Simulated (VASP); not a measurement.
# C (P1) in VASP: single point with r2SCAN

Aim: the single point of C with r2SCAN.

Everything below comes from runs of VASP 6.6.1. Logs are shortened: lines on timing, memory, paths and dates and some standing lists are left out, and cuts for length are marked.

## (1) The cell of the first run

The typed cell holds 4 atoms: a = 2.517 Å, b = 2.517 Å, c = 4.360 Å, α = 73.22°, β = 73.22°, γ = 60.00°.

## (2) Single point, r2SCAN (atoms displaced along several vibrational modes)

Contents of POSCAR:

```
C
1.0
    0.0000000000     -1.7801161419     -1.7801161419
   -1.7801161419      0.0000000000     -1.7801161419
    1.7801161419      1.7801161419     -3.5602322838
C
4
Direct
    0.7365290495      0.7747905615      0.7402700055
    0.2634709505      0.2252094385      0.2597299945
    0.3550420767      0.3933035887      0.8847299808
    0.8949579233      0.8566964113      0.3652700192
```

Contents of INCAR.step1:

```
ALGO = Normal
EDIFF = 1E-4
ENCUT = 520
GGA = PE
ISMEAR = 0
LASPH = T
LCHARG = F
LREAL = F
LWAVE = T
NBANDS = 16
NELM = 100
PREC = Accurate
SIGMA = 0.05
```

Contents of INCAR.step2:

```
ALGO = Normal
EDIFF = 1E-6
ENCUT = 520
ISIF = 2
ISMEAR = 0
ISTART = 1
LASPH = T
LCHARG = T
LELF = T
LMIXTAU = T
LREAL = F
LVHAR = T
LWAVE = F
METAGGA = R2SCAN
NBANDS = 16
NELM = 100
PREC = Accurate
SIGMA = 0.05
```

Contents of KPOINTS:

```
k-points
0
Gamma
  12 12 10
```

Potentials or basis: VASP PAW PBE potentials, release 64 (C).

The run is started by

```sh
> cat potpaw_PBE.64/C/POTCAR > POTCAR
> cp INCAR.step1 INCAR
> mpirun -np 1 vasp_std > vasp.out
> cp INCAR.step2 INCAR
> mpirun -np 1 vasp_std > vasp.out
```

OUTCAR:

```text
EDIFF = 1E-6
   ENCUT = 520
   ISIF = 2
   ISMEAR = 0
   ISTART = 1
   LASPH = T
   LREAL = F
   METAGGA = R2SCAN
   NELM = 100
   PREC = Accurate

 ion  position               nearest neighbor table
   1  0.737  0.775  0.740-   4 1.54   3 1.57   3 1.57   3 1.57
   2  0.263  0.225  0.260-   4 1.52   4 1.52   4 1.52   3 1.54
   3  0.355  0.393  0.885-   2 1.54   1 1.57   1 1.57   1 1.57
   4  0.895  0.857  0.365-   2 1.52   2 1.52   2 1.52   1 1.54

  LATTYP: Found a trigonal (rhomboedric) cell.
 ALAT       =     4.3603762305
 COS(alpha) =     0.8333333333

  Lattice vectors:

 A1 = (   1.7801161419,   3.5602322838,  -1.7801161419)
 A2 = (   3.5602322838,   1.7801161419,  -1.7801161419)
 A3 = (   1.7801161419,   1.7801161419,  -3.5602322838)

Analysis of symmetry for initial positions (statically):
=====================================================================
 Subroutine PRICEL returns:
 Original cell was already a primitive cell.

 Routine SETGRP: Setting up the symmetry group for a
 trigonal (rhombohedral) supercell.

 Subroutine GETGRP returns: Found  1 space group operations
 (whereof  1 operations were pure point group operations)
 out of a pool of 12 trial point group operations.

The static configuration has the point symmetry C_1 .

Analysis of symmetry for dynamics (positions and initial velocities):
=====================================================================
 Subroutine PRICEL returns:
 Original cell was already a primitive cell.

 Routine SETGRP: Setting up the symmetry group for a
 trigonal (rhombohedral) supercell.

 Subroutine GETGRP returns: Found  1 space group operations
 (whereof  1 operations were pure point group operations)
 out of a pool of 12 trial point group operations.

The dynamic configuration has the point symmetry C_1 .

 Subroutine INISYM returns: Found  1 space group operations
 (whereof  1 operations are pure point group operations),
 and found     1 'primitive' translations

----------------------------------------------------------------------------------------

                                     Primitive cell

  volume of cell :      22.5634

  direct lattice vectors                    reciprocal lattice vectors
     0.000000000 -1.780116142 -1.780116142     0.140440275 -0.421320824 -0.140440275
    -1.780116142  0.000000000 -1.780116142    -0.421320824  0.140440275 -0.140440275
     1.780116142  1.780116142 -3.560232284     0.140440275  0.140440275 -0.140440275

  length of vectors
     2.517464390  2.517464390  4.360376231     0.465787697  0.465787697  0.243249691

  position of ions in fractional coordinates (direct lattice)
     0.736529049  0.774790561  0.740270006
     0.263470951  0.225209439  0.259729994
     0.355042077  0.393303589  0.884729981
     0.894957923  0.856696411  0.365270019

  ion indices of the primitive-cell ions
   primitive index   ion index
                 1           1
                 2           2
                 3           3
                 4           4

----------------------------------------------------------------------------------------

 KPOINTS: k-points

Automatic generation of k-mesh.
 Grid dimensions read from file:
 generate k-points for:   12   12   10

 Generating k-lattice:

  Cartesian coordinates                     Fractional coordinates (reciprocal lattice)
     0.011703356 -0.035110069 -0.011703356     0.083333333  0.000000000  0.000000000
    -0.035110069  0.011703356 -0.011703356     0.000000000  0.083333333  0.000000000
     0.014044027  0.014044027 -0.014044027     0.000000000  0.000000000  0.100000000

  Length of vectors
     0.038815641  0.038815641  0.024324969

  Shift w.r.t. Gamma in fractional coordinates (k-lattice)
     0.000000000  0.000000000  0.000000000

 -----------------------------------------------------------------------------
|                                                                             |
|           W    W    AA    RRRRR   N    N  II  N    N   GGGG   !!!           |
|           W    W   A  A   R    R  NN   N  II  NN   N  G    G  !!!           |
|           W    W  A    A  R    R  N N  N  II  N N  N  G       !!!           |
|           W WW W  AAAAAA  RRRRR   N  N N  II  N  N N  G  GGG   !            |
|           WW  WW  A    A  R   R   N   NN  II  N   NN  G    G                |
|           W    W  A    A  R    R  N    N  II  N    N   GGGG   !!!           |
|                                                                             |
|     Your reciprocal lattice and k-lattice belong to different lattice       |
|     classes:                                                                |
|                                                                             |
|        The reciprocal lattice is rhombohedral (trigonal),                   |
|        whereas your k-lattice is base-centered monoclinic.                  |
|                                                                             |
|     Results are often still useful ...                                      |
|                                                                             |
 -----------------------------------------------------------------------------

 WARNING: IBZKPT: internal override: KBLOWUP is changed to .FALSE.
      ... skipping the blow-up phase ...

 Subroutine IBZKPT returns following result:
 ===========================================

 Found    724 irreducible k-points:

 Following reciprocal coordinates:
            Coordinates               Weight
  0.000000  0.000000  0.000000      1.000000
  0.083333  0.000000  0.000000      2.000000
  0.166667  0.000000 -0.000000      2.000000
  0.250000  0.000000  0.000000      2.000000
  0.333333  0.000000  0.000000      2.000000
  0.416667  0.000000 -0.000000      2.000000
[... 16 lines left out ...]
  0.250000  0.166667  0.000000      2.000000
  0.333333  0.166667 -0.000000      2.000000
 [... further k-points ...]
   k-points           NKPTS =    724   k-points in BZ     NKDIM =    724   number of bands    NBANDS=     16
   number of dos      NEDOS =    301   number of ions     NIONS =      4
   total plane-waves  NPLWV =  12800
   dimension x,y,z NGX =    20 NGY =   20 NGZ =   32
   dimension x,y,z NGXF=    40 NGYF=   40 NGZF=   64
   ions per type =               4
   NGX,Y,Z   is equivalent  to a cutoff of  13.21, 13.21, 12.20 a.u.
   NGXF,Y,Z  is equivalent  to a cutoff of  26.41, 26.41, 24.40 a.u.
 SYSTEM =  unknown system
   PREC   = accura    normal or accurate (medium, high low for compatibility)
   ISTART =      1    job   : 0-new  1-cont  2-samecut
   ICHARG =      0    charge: 1-file 2-atom 10-const
   ISPIN  =      1    spin polarized calculation?
   LNONCOLLINEAR =      F non collinear calculations
   LSORBIT =      F    spin-orbit coupling
   LASPH  =      T    aspherical Exc in radial PAW
   ENCUT  =  520.0 eV  38.22 Ry    6.18 a.u.   4.68  4.68  8.11*2*pi/ulx,y,z
   NELM   =    100;   NELMIN=  2; NELMDL=  0     # of ELM steps
   EDIFF  = 0.1E-05   stopping-criterion for ELM
   LREAL  =      F    real-space projection
   EDIFFG = 0.1E-04   stopping-criterion for IOM
   NSW    =      0    number of steps for IOM
   IBRION =     -1    ionic relax: 0-MD 1-quasi-New 2-CG
   NFREE  =      0    steps in history (QN), initial steepest desc. (CG)
   ISIF   =      2    stress and relaxation
   ISYM   =      2    0-nonsym 1-usesym 2-fastsym
   POTIM  = 0.5000    time-step for ionic-motion
   TEBEG  =    0.0;   TEEND  =   0.0 temperature during run
   PSTRESS=    0.0 pullay stress
   NELECT =      16.0000    total number of electrons
   NUPDOWN=      -1.0000    fix difference up-down
   EMIN   =  10.00;   EMAX   =-10.00  energy-range for DOS
   EFERMI =   0.00;   METHOD = LEGACY
   ISMEAR =     0;   SIGMA  =   0.05  broadening in eV -4-tet -1-fermi 0-gaus
   EFERMI_NEDOS =   21; number of points for ismear=-14 and -15
   IALGO  =     38    algorithm
   IMIX   =      4    mixing-type and parameters
     AMIX     =   0.40;   BMIX     =  1.00
     AMIX_MAG =   1.60;   BMIX_MAG =  1.00
  volume/ion in A,a.u.               =       5.64        38.07
  Fermi-wavevector in a.u.,A,eV,Ry     =   1.459867  2.758748 28.996877  2.131210
  Thomas-Fermi vector in A             =   2.576383
   LORBIT       =      0    0 simple, 1 ext, 2 COOP (PROOUT), +10 PAW based schemes
   METAGGA = R2SCAN    functional components
   LHFCALC =     F    Hartree Fock is set to
   AEXX    =    0.0000 exact exchange contribution
   IVDW    =     0    specifies the selected vdW correction
   LEPSILON=     F    determine dielectric tensor
   LRPA    =     F    only Hartree local field effects (RPA)
 non-spin polarized calculation
 Gauss-broadening in eV      SIGMA  =   0.05
  energy-cutoff  :      520.00
  volume of cell :       22.56
 maximum number of plane-waves:       624
   NGX =  9   NGY =  9   NGZ = 17

 number of electron      16.0000001 magnetization

 Free energy of the ion-electron system (eV)
  ---------------------------------------------------
  ext. energy  EPLUGINS =         0.00000000
  ---------------------------------------------------
  free energy    TOTEN  =       -39.01651442 eV

  energy without entropy =      -39.01651442  energy(sigma->0) =      -39.01651442

 E-fermi :  10.2308     XC(G=0): -14.2937

 val. band max:        9.9662543010   @ k =   0.0000   0.0000   0.0000
 cond. band min:      14.1148330275   @ k =   0.0000  -0.3333   0.3000
 fundamental gap:      4.1485787264
 Fermi energy:        10.2308406478

 k-point     1 :       0.0000    0.0000    0.0000
  band No.  band energies     occupation
      1     -13.0190      2.00000
      2      -6.9347      2.00000
      3      -4.3254      2.00000
      4       6.6417      2.00000
      5       6.6528      2.00000
      6       9.8739      2.00000
[... 8 lines left out ...]
     15      23.5393      0.00000
     16      26.3501      0.00000

 k-point     2 :       0.0833    0.0000    0.0000
  band No.  band energies     occupation
      1     -12.8346      2.00000
      2      -6.8258      2.00000
      3      -4.1024      2.00000
      4       5.8090      2.00000
      5       6.3805      2.00000
      6       8.9359      2.00000
[... 8 lines left out ...]
     15      23.6981      0.00000
     16      26.3264      0.00000

 k-point     3 :       0.1667    0.0000   -0.0000
  band No.  band energies     occupation
      1     -12.2834      2.00000
      2      -6.4879      2.00000
      3      -3.4617      2.00000
      4       3.8117      2.00000
      5       5.7399      2.00000
      6       6.8425      2.00000
[... 8 lines left out ...]
     15      23.8420      0.00000
     16      26.0654      0.00000

 k-point     4 :       0.2500    0.0000    0.0000
  band No.  band energies     occupation
      1     -11.3723      2.00000
      2      -5.9112      2.00000
      3      -2.5053      2.00000
      4       1.4470      2.00000
      5       4.4880      2.00000
      6       5.0217      2.00000
[... 8 lines left out ...]
     15      24.0391      0.00000
     16      25.4408      0.00000

 k-point     5 :       0.3333    0.0000    0.0000
  band No.  band energies     occupation
      1     -10.1158      2.00000
      2      -5.1735      2.00000
      3      -1.9340      2.00000
      4      -0.1498      2.00000
      5       2.2209      2.00000
      6       4.4035      2.00000
[... 8 lines left out ...]
     15      24.3398      0.00000
     16      25.7750      0.00000

 k-point     6 :       0.4167    0.0000   -0.0000
  band No.  band energies     occupation
      1      -8.5473      2.00000
      2      -5.0933      2.00000
      3      -2.6759      2.00000
      4       0.0979      2.00000
      5       0.9782      2.00000
      6       3.9874      2.00000
[... 8 lines left out ...]
     15      24.2707      0.00000
     16      25.1604      0.00000
[... 267 lines left out ...]
 k-point    21 :       0.0833    0.1667   -0.0000
  band No.  band energies     occupation
      1     -12.4344      2.00000
      2      -6.8476      2.00000
      3      -3.3735      2.00000
      4       4.6069      2.00000
      5       5.7333      2.00000
      6       7.3564      2.00000
[... 8 lines left out ...]
     15      23.9129      0.00000
     16      25.9146      0.00000

 k-point    22 :       0.1667    0.1667    0.0000
  band No.  band energies     occupation
      1     -12.2190      2.00000
      2      -6.9211      2.00000
      3      -2.9368      2.00000
      4       4.2111      2.00000
      5       5.4137      2.00000
      6       6.0438      2.00000
[... 8 lines left out ...]
     15      24.0348      0.00000
     16      25.1932      0.00000

 k-point    23 :       0.2500    0.1667    0.0000
  band No.  band energies     occupation
      1     -11.6400      2.00000
      2      -6.6907      2.00000
      3      -2.2026      2.00000
      4       2.9584      2.00000
      5       4.3244      2.00000
      6       4.8980      2.00000
[... 8 lines left out ...]
     15      23.9441      0.00000
     16      24.8233      0.00000

 k-point    24 :       0.3333    0.1667   -0.0000
  band No.  band energies     occupation
      1     -10.7057      2.00000
      2      -6.1629      2.00000
      3      -1.3469      2.00000
      4       1.3712      2.00000
      5       2.8989      2.00000
      6       3.9482      2.00000
[... 8 lines left out ...]
     15      23.7039      0.00000
     16      25.5299      0.00000

 [... further k-points ...]
[... 5 lines left out ...]
  --------------------------------------------------------------------------------------
  -------------------------------------------------------------------------------------
  Total        0.1998805      0.2603496      0.3439570     -0.0984890      0.1505049      0.1285668
  in kB       14.1930574     18.4868311     24.4236031     -6.9934763     10.6870110      9.1292387
  external PRESSURE =      19.0344972 kB  Pullay stress =       0.0000000 kB

 VOLUME and BASIS-vectors are now :
 -----------------------------------------------------------------------------
  energy-cutoff  :      520.00
  volume of cell :       22.56
      direct lattice vectors                 reciprocal lattice vectors
     0.000000000 -1.780116142 -1.780116142     0.140440275 -0.421320824 -0.140440275
    -1.780116142  0.000000000 -1.780116142    -0.421320824  0.140440275 -0.140440275
     1.780116142  1.780116142 -3.560232284     0.140440275  0.140440275 -0.140440275

 POSITION                                       TOTAL-FORCE (eV/Angst)
 -----------------------------------------------------------------------------------
     -0.06145      0.00666     -5.32586         2.208544      1.273309     -1.555795
      0.06145     -0.00666     -1.79461        -2.159722     -1.233417      1.528057
      0.87480      0.94291     -4.48199        -1.160791     -2.086545      1.791083
     -0.87480     -0.94291     -4.41859         1.111969      2.046653     -1.763345
 -----------------------------------------------------------------------------------
    total drift:                                0.000078      0.000014      0.000056

  FREE ENERGIE OF THE ION-ELECTRON SYSTEM (eV)
  ---------------------------------------------------
  free  energy   TOTEN  =       -39.0165144183 eV

  energy  without entropy=      -39.0165144183  energy(sigma->0) =      -39.01651442
```

Run time: 10 min. Hardware: 1 thread of Intel Xeon Platinum 8488C (Sapphire Rapids), shared host; peak memory 0.28 GiB.

Results:

| Quantity | Value |
| --- | --- |
| Free energy | -39.0165 eV |
| Pressure | 1.9 GPa |
| Largest force | 2.987 eV/Å |
| Band gap on the k mesh | 4.15 eV |

Forces in eV/Å, atoms in the order of the input:
```
C    2.209  1.273 -1.556
C   -2.160 -1.233  1.528
C   -1.161 -2.087  1.791
C    1.112  2.047 -1.763
```

Caveat: the cell differs from its parent crystal (atoms displaced along several vibrational modes); the PAW data sets were made with another functional, which shifts forces and pressure a little. A k mesh can miss the band edges.
